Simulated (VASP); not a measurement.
# Hg (R-3m) in VASP: a series of runs

Runs on Hg. Level: r2SCAN. Tasks: single point.

All numbers are computed with VASP 6.6.1; they aren't measurements. Logs are shortened: lines on timing, memory, paths and dates and some standing lists are left out, and cuts for length are marked.

### Step 1. The cell of the first run

The structure is trigonal, space group R-3m (No. 166). The conventional cell has a = 3.460 Å, b = 3.460 Å, c = 7.238 Å, α = 90.00°, β = 90.00°, γ = 120.00°. Hg (site symmetry -3m) has 12 Hg at 3.13 to 3.46 Å within 4.1 Å.

### Step 2. Single point, r2SCAN (strain +0.000 along x and y, +0.080 along z)

POSCAR reads:

```
Hg
1.0
    1.7300004553      0.9988162286      2.4127200000
   -1.7300004553      0.9988162286      2.4127200000
    0.0000000000     -1.9976324571      2.4127200000
Hg
1
Direct
    0.0000000000      0.0000000000      0.0000000000
```

INCAR.step1 reads:

```
SYSTEM = Hg
PREC = Accurate
ENCUT = 520
ISMEAR = 0
SIGMA = 0.15
LREAL = .False.
LASPH = .True.
NELM = 60
NBANDS = 12
GGA = PE
ALGO = Normal
EDIFF = 1E-4
LWAVE = .True.
LCHARG = .False.
```

INCAR.step2 reads:

```
SYSTEM = Hg
PREC = Accurate
ENCUT = 520
EDIFF = 1E-6
ISMEAR = 0
SIGMA = 0.15
LREAL = .False.
LASPH = .True.
NELM = 60
ALGO = Normal
ISIF = 2
LWAVE = .False.
LCHARG = .True.
METAGGA = R2SCAN
LMIXTAU = .True.
LELF = .True.
LVHAR = .True.
NBANDS = 12
ISTART = 1
```

KPOINTS reads:

```
regular mesh
0
Gamma
  18 18 18
  0 0 0
```

Potentials or basis: VASP PAW PBE potentials, release 64 (Hg).

Started as:

```bash
$ cat potpaw_PBE.64/Hg/POTCAR > POTCAR
$ cp INCAR.step1 INCAR
$ mpirun -np 1 vasp_std > vasp.out
$ cp INCAR.step2 INCAR
$ mpirun -np 1 vasp_std > vasp.out
```

OUTCAR:

```text
SYSTEM = Hg
   PREC = Accurate
   ENCUT = 520
   EDIFF = 1E-6
   ISMEAR = 0
   LREAL = .False.
   LASPH = .True.
   NELM = 60
   ISIF = 2
   METAGGA = R2SCAN
   ISTART = 1

 ion  position               nearest neighbor table
   1  0.000  0.000  0.000-

  LATTYP: Found a trigonal (rhomboedric) cell.
 ALAT       =     3.1323718222
 COS(alpha) =     0.3899354163

  Lattice vectors:

 A1 = (   1.7300004553,   0.9988162286,   2.4127200000)
 A2 = (  -1.7300004553,   0.9988162286,   2.4127200000)
 A3 = (   0.0000000000,  -1.9976324571,   2.4127200000)

Analysis of symmetry for initial positions (statically):
=====================================================================
 Subroutine PRICEL returns:
 Original cell was already a primitive cell.

 Routine SETGRP: Setting up the symmetry group for a
 trigonal (rhombohedral) supercell.

 Subroutine GETGRP returns: Found 12 space group operations
 (whereof 12 operations were pure point group operations)
 out of a pool of 12 trial point group operations.

The static configuration has the point symmetry D_3d.

Analysis of symmetry for dynamics (positions and initial velocities):
=====================================================================
 Subroutine PRICEL returns:
 Original cell was already a primitive cell.

 Routine SETGRP: Setting up the symmetry group for a
 trigonal (rhombohedral) supercell.

 Subroutine GETGRP returns: Found 12 space group operations
 (whereof 12 operations were pure point group operations)
 out of a pool of 12 trial point group operations.

The dynamic configuration has the point symmetry D_3d.

 Subroutine INISYM returns: Found 12 space group operations
 (whereof 12 operations are pure point group operations),
 and found     1 'primitive' translations

----------------------------------------------------------------------------------------

                                     Primitive cell

  volume of cell :      25.0144

  direct lattice vectors                    reciprocal lattice vectors
     1.730000455  0.998816229  2.412720000     0.289017265  0.166864196  0.138156659
    -1.730000455  0.998816229  2.412720000    -0.289017265  0.166864196  0.138156659
     0.000000000 -1.997632457  2.412720000     0.000000000 -0.333728391  0.138156659

  length of vectors
     3.132371822  3.132371822  3.132371822     0.361195102  0.361195102  0.361195102

  position of ions in fractional coordinates (direct lattice)
     0.000000000  0.000000000  0.000000000

  ion indices of the primitive-cell ions
   primitive index   ion index
                 1           1

----------------------------------------------------------------------------------------

 KPOINTS: regular mesh

Automatic generation of k-mesh.
 Grid dimensions read from file:
 generate k-points for:   18   18   18

 Generating k-lattice:

  Cartesian coordinates                     Fractional coordinates (reciprocal lattice)
     0.016056515  0.009270233  0.007675370     0.055555556 -0.000000000  0.000000000
    -0.016056515  0.009270233  0.007675370    -0.000000000  0.055555556  0.000000000
     0.000000000 -0.018540466  0.007675370     0.000000000  0.000000000  0.055555556

  Length of vectors
     0.020066395  0.020066395  0.020066395

  Shift w.r.t. Gamma in fractional coordinates (k-lattice)
     0.000000000  0.000000000  0.000000000

 Subroutine IBZKPT returns following result:
 ===========================================

 Found    580 irreducible k-points:

 Following reciprocal coordinates:
            Coordinates               Weight
  0.000000  0.000000  0.000000      1.000000
  0.055556 -0.000000  0.000000      6.000000
  0.111111 -0.000000  0.000000      6.000000
  0.166667 -0.000000  0.000000      6.000000
  0.222222 -0.000000  0.000000      6.000000
  0.277778 -0.000000  0.000000      6.000000
[... 16 lines left out ...]
 -0.277778  0.055556  0.000000     12.000000
 -0.222222  0.055556 -0.000000     12.000000
 [... further k-points ...]
   k-points           NKPTS =    580   k-points in BZ     NKDIM =    580   number of bands    NBANDS=     12
   number of dos      NEDOS =    301   number of ions     NIONS =      1
   total plane-waves  NPLWV =  13824
   dimension x,y,z NGX =    24 NGY =   24 NGZ =   24
   dimension x,y,z NGXF=    48 NGYF=   48 NGZF=   48
   ions per type =               1
   NGX,Y,Z   is equivalent  to a cutoff of  12.74, 12.74, 12.74 a.u.
   NGXF,Y,Z  is equivalent  to a cutoff of  25.48, 25.48, 25.48 a.u.
 SYSTEM =  Hg
   PREC   = accura    normal or accurate (medium, high low for compatibility)
   ISTART =      1    job   : 0-new  1-cont  2-samecut
   ICHARG =      0    charge: 1-file 2-atom 10-const
   ISPIN  =      1    spin polarized calculation?
   LNONCOLLINEAR =      F non collinear calculations
   LSORBIT =      F    spin-orbit coupling
   LASPH  =      T    aspherical Exc in radial PAW
   ENCUT  =  520.0 eV  38.22 Ry    6.18 a.u.   5.82  5.82  5.82*2*pi/ulx,y,z
   NELM   =     60;   NELMIN=  2; NELMDL=  0     # of ELM steps
   EDIFF  = 0.1E-05   stopping-criterion for ELM
   LREAL  =      F    real-space projection
   EDIFFG = 0.1E-04   stopping-criterion for IOM
   NSW    =      0    number of steps for IOM
   IBRION =     -1    ionic relax: 0-MD 1-quasi-New 2-CG
   NFREE  =      0    steps in history (QN), initial steepest desc. (CG)
   ISIF   =      2    stress and relaxation
   ISYM   =      2    0-nonsym 1-usesym 2-fastsym
   POTIM  = 0.5000    time-step for ionic-motion
   TEBEG  =    0.0;   TEEND  =   0.0 temperature during run
   PSTRESS=    0.0 pullay stress
   NELECT =      12.0000    total number of electrons
   NUPDOWN=      -1.0000    fix difference up-down
   EMIN   =  10.00;   EMAX   =-10.00  energy-range for DOS
   EFERMI =   0.00;   METHOD = LEGACY
   ISMEAR =     0;   SIGMA  =   0.15  broadening in eV -4-tet -1-fermi 0-gaus
   EFERMI_NEDOS =   21; number of points for ismear=-14 and -15
   IALGO  =     38    algorithm
   IMIX   =      4    mixing-type and parameters
     AMIX     =   0.40;   BMIX     =  1.00
     AMIX_MAG =   1.60;   BMIX_MAG =  1.00
  volume/ion in A,a.u.               =      25.01       168.81
  Fermi-wavevector in a.u.,A,eV,Ry     =   1.281559  2.421795 22.346118  1.642393
  Thomas-Fermi vector in A             =   2.413922
   LORBIT       =      0    0 simple, 1 ext, 2 COOP (PROOUT), +10 PAW based schemes
   METAGGA = R2SCAN    functional components
   LHFCALC =     F    Hartree Fock is set to
   AEXX    =    0.0000 exact exchange contribution
   IVDW    =     0    specifies the selected vdW correction
   LEPSILON=     F    determine dielectric tensor
   LRPA    =     F    only Hartree local field effects (RPA)
 non-spin polarized calculation
 Gauss-broadening in eV      SIGMA  =   0.15
  energy-cutoff  :      520.00
  volume of cell :       25.01
 maximum number of plane-waves:       692
   NGX = 11   NGY = 11   NGZ = 11

 number of electron      12.0000003 magnetization

 Free energy of the ion-electron system (eV)
  ---------------------------------------------------
  ext. energy  EPLUGINS =         0.00000000
  ---------------------------------------------------
  free energy    TOTEN  =       -49.32885219 eV

  energy without entropy =      -49.32504066  energy(sigma->0) =      -49.32694642

 E-fermi :   2.2329     XC(G=0): -11.1203

 val. band max:        2.2283342727   @ k =  -0.1667   0.5000   0.0556
 cond. band min:       2.2343602486   @ k =  -0.4444   0.2222   0.0556
 fundamental gap:      0.0060259759
 Fermi energy:         2.2329043266

 k-point     1 :       0.0000    0.0000    0.0000
  band No.  band energies     occupation
      1      -6.6579      2.00000
      2      -5.3799      2.00000
      3      -5.3799      2.00000
      4      -4.6246      2.00000
      5      -4.3755      2.00000
      6      -4.3755      2.00000
      7      15.3404      0.00000
      8      15.4036      0.00000
      9      15.4036      0.00000
     10      19.9797      0.00000
     11      21.0250      0.00000
     12      21.0250      0.00000

 k-point     2 :       0.0556   -0.0000    0.0000
  band No.  band energies     occupation
      1      -6.5880      2.00000
      2      -5.3741      2.00000
      3      -5.3678      2.00000
      4      -4.6179      2.00000
      5      -4.3800      2.00000
      6      -4.3781      2.00000
      7      14.5515      0.00000
      8      15.3767      0.00000
      9      15.4104      0.00000
     10      20.3069      0.00000
     11      21.0473      0.00000
     12      21.3416      0.00000

 k-point     3 :       0.1111   -0.0000    0.0000
  band No.  band energies     occupation
      1      -6.3925      2.00000
      2      -5.3599      2.00000
      3      -5.3208      2.00000
      4      -4.5973      2.00000
      5      -4.3902      2.00000
      6      -4.3820      2.00000
      7      12.8281      0.00000
      8      15.4201      0.00000
      9      15.4354      0.00000
     10      20.4792      0.00000
     11      21.0973      0.00000
     12      21.3370      0.00000
[... 286 lines left out ...]
 k-point    23 :      -0.2778    0.0556    0.0000
  band No.  band energies     occupation
      1      -5.8571      2.00000
      2      -5.3456      2.00000
      3      -4.5928      2.00000
      4      -4.3947      2.00000
      5      -4.2930      2.00000
      6      -3.7872      2.00000
      7       6.5663      0.00000
      8      13.5800      0.00000
      9      15.8142      0.00000
     10      19.2100      0.00000
     11      19.9957      0.00000
     12      22.0998      0.00000

 k-point    24 :      -0.2222    0.0556   -0.0000
  band No.  band energies     occupation
      1      -5.8747      2.00000
      2      -5.3351      2.00000
      3      -4.7956      2.00000
      4      -4.5438      2.00000
      5      -4.3897      2.00000
      6      -4.1637      2.00000
      7       8.4395      0.00000
      8      13.6695      0.00000
      9      16.0017      0.00000
     10      19.7027      0.00000
     11      20.3685      0.00000
     12      21.9840      0.00000

 [... further k-points ...]

------------------------ aborting loop because EDIFF is reached ----------------------------------------

  FORCE on cell =-STRESS in cart. coord.  units (eV):
  Direction    XX          YY          ZZ          XY          YZ          ZX
  --------------------------------------------------------------------------------------
  -------------------------------------------------------------------------------------
  Total        0.2734447      0.2734447      0.1116522      0.0000000      0.0000000     -0.0000000
  in kB       17.5141905     17.5141905      7.1513453      0.0000000      0.0000000     -0.0000000
  external PRESSURE =      14.0599088 kB  Pullay stress =       0.0000000 kB

 VOLUME and BASIS-vectors are now :
 -----------------------------------------------------------------------------
  energy-cutoff  :      520.00
  volume of cell :       25.01
      direct lattice vectors                 reciprocal lattice vectors
     1.730000455  0.998816229  2.412720000     0.289017265  0.166864196  0.138156659
    -1.730000455  0.998816229  2.412720000    -0.289017265  0.166864196  0.138156659
     0.000000000 -1.997632457  2.412720000     0.000000000 -0.333728391  0.138156659

 POSITION                                       TOTAL-FORCE (eV/Angst)
 -----------------------------------------------------------------------------------
      0.00000      0.00000      0.00000        -0.000000      0.000000     -0.000000
 -----------------------------------------------------------------------------------
    total drift:                               -0.000000     -0.000000     -0.000000

  FREE ENERGIE OF THE ION-ELECTRON SYSTEM (eV)
  ---------------------------------------------------
  free  energy   TOTEN  =       -49.3288521906 eV

  energy  without entropy=      -49.3250406578  energy(sigma->0) =      -49.32694642
```

It took 1.9 min on 1 thread of Intel Xeon 6975P-C (Granite Rapids), shared host; peak memory 0.28 GiB.

What came out:

| Item | Value |
| --- | --- |
| Free energy | -49.3289 eV |
| Pressure | 1.4 GPa |
| Band gap on the k mesh | zero (bands 6 and 7 overlap by 1.93 eV) |

Levels at points of the mesh, in eV from the Fermi level:
| k point | band 3 | band 4 | band 5 | band 6 | band 7 | band 8 | band 9 | band 10 |
| --- | --- | --- | --- | --- | --- | --- | --- | --- |
| (0.00, 0.00, 0.00) | -7.61 | -6.86 | -6.61 | -6.61 | 13.11 | 13.17 | 13.17 | 17.75 |
| (0.50, 0.00, 0.00) | -6.87 | -6.47 | -6.16 | -2.33 | -1.48 | 12.45 | 12.58 | 15.79 |
| (0.50, 0.50, 0.00) | -6.38 | -6.17 | -5.91 | 0.13 | 0.29 | 5.58 | 8.97 | 10.71 |
| (0.50, 0.50, 0.50) | -7.38 | -6.01 | -6.01 | -0.43 | 0.00 | 10.23 | 10.23 | 12.16 |

Caveat: the cell differs from its parent crystal (strain +0.000 along x and y, +0.080 along z); the PAW data sets were made with another functional, which shifts forces and pressure a little; spin-orbit coupling is left out, which moves the levels of the heavy elements.

### Step 3. Single point, r2SCAN (strain +0.080 along x and y, +0.000 along z)

POSCAR reads:

```
Hg
1.0
    1.8684004917      1.0787215269      2.2340000000
   -1.8684004917      1.0787215269      2.2340000000
    0.0000000000     -2.1574430537      2.2340000000
Hg
1
Direct
    0.0000000000      0.0000000000      0.0000000000
```

INCAR.step1, as its differences from that of step 2:

```diff
@@ -7,3 +7,3 @@
 LASPH = .True.
-NELM = 60
+NELM = 100
 NBANDS = 12
```

INCAR.step2 reads:

```
SYSTEM = Hg
PREC = Accurate
ENCUT = 520
EDIFF = 1E-6
ISMEAR = 0
SIGMA = 0.15
LREAL = .False.
LASPH = .True.
NELM = 100
ALGO = Normal
ISIF = 2
LWAVE = .False.
LCHARG = .False.
METAGGA = R2SCAN
LMIXTAU = .True.
NBANDS = 12
ISTART = 1
```

KPOINTS is that of step 2.

Potentials or basis: VASP PAW PBE potentials, release 64 (Hg).

Started as:

```bash
$ cat potpaw_PBE.64/Hg/POTCAR > POTCAR
$ cp INCAR.step1 INCAR
$ mpirun -np 1 vasp_std > vasp.out
$ cp INCAR.step2 INCAR
$ mpirun -np 1 vasp_std > vasp.out
```

Run time: 2 min. Hardware: 1 thread of Intel Xeon 6975P-C (Granite Rapids), shared host; peak memory 0.29 GiB.

It converged, with:

```yaml
Free_energy: -49.3496 eV
Pressure: -0.3 GPa
Band_gap_on_the_k_mesh: zero (bands 6 and 7 overlap by 2.74 eV)
```

Stress tensor (GPa, compression positive):
```
-0.12  0.00  0.00
 0.00 -0.12  0.00
 0.00  0.00 -0.76
```

Levels at points of the mesh, in eV from the Fermi level:
```tsv
k point	band 2	band 3	band 4	band 5	band 6	band 7	band 8	band 9	band 10	band 11
(0.00, 0.00, 0.00)	-7.82	-7.82	-6.48	-6.45	-6.45	11.42	11.42	11.73	15.52	16.96
(0.50, 0.00, 0.00)	-7.80	-6.67	-6.51	-6.35	-2.75	-1.41	12.18	12.22	16.65	17.60
(0.50, 0.50, 0.00)	-7.86	-6.53	-6.42	-5.81	0.16	0.41	4.12	9.10	10.86	15.77
(0.50, 0.50, 0.50)	-7.41	-7.41	-5.86	-5.86	0.83	1.53	7.98	7.98	10.85	12.86
```

Caveat: the cell differs from its parent crystal (strain +0.080 along x and y, +0.000 along z); the PAW data sets were made with another functional, which shifts forces and pressure a little; spin-orbit coupling is left out, which moves the levels of the heavy elements.

The gap in the log of VASP goes by the Fermi energy; the results here count the filled bands.